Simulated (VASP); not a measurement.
Set up this calculation in VASP 6.6.1, as the native input.

```
Task                   : single point
Functional             : PBEsol
Dispersion             : D4
Potentials or basis    : VASP PAW PBE potentials, release 64 (N, B)
Cutoff                 : 520 eV
k mesh                 : 13 × 13 × 13
Occupations            : fermi-dirac, width 0.05 eV
Spin                   : no spin polarisation
Dipole correction      : no
Further INCAR settings : ALGO = Normal; EDIFF = 1e-07; NBANDS = 11
```

The structure of BN lies in POSCAR:

```
BN
1.0
    0.0000000000      1.7978396768      1.7978396768
    1.7978396768      0.0000000000      1.7978396768
    1.7978396768      1.7978396768      0.0000000000
N B
1 1
Direct
    0.2500000000      0.2500000000      0.2500000000
    0.0000000000      0.0000000000      0.0000000000
```

These files were run (other wordings do the same):

INCAR

```
SYSTEM = BN
PREC = Accurate
ENCUT = 520
EDIFF = 1E-7
ISMEAR = -1
SIGMA = 0.05
LREAL = .FALSE.
LASPH = .TRUE.
NELM = 60
ALGO = Normal
ISIF = 2
LWAVE = .FALSE.
LCHARG = .FALSE.
GGA = PS
IVDW = 13
NBANDS = 11
```

KPOINTS

```
regular mesh
0
G
  13 13 13
  0 0 0
```

Potentials or basis: VASP PAW PBE potentials, release 64 (N, B).

Launch:

```sh
$ cat potpaw_PBE.64/N/POTCAR potpaw_PBE.64/B/POTCAR > POTCAR
$ mpirun -np 1 vasp_std > vasp.out
```

Results of the run:

```
Pressure                   : 0.6 GPa
Band gap on the k mesh     : 4.37 eV, indirect (least direct gap 8.84 eV)
Dispersion energy per atom : -0.135 eV
```

Caveat: the PAW data sets were made with another functional, which shifts forces and pressure a little.

Run time: 6.7 s on 1 thread of Intel(R) Xeon(R) 6975P-C (Granite Rapids), with other jobs on the host, peak memory 0.12 GiB.
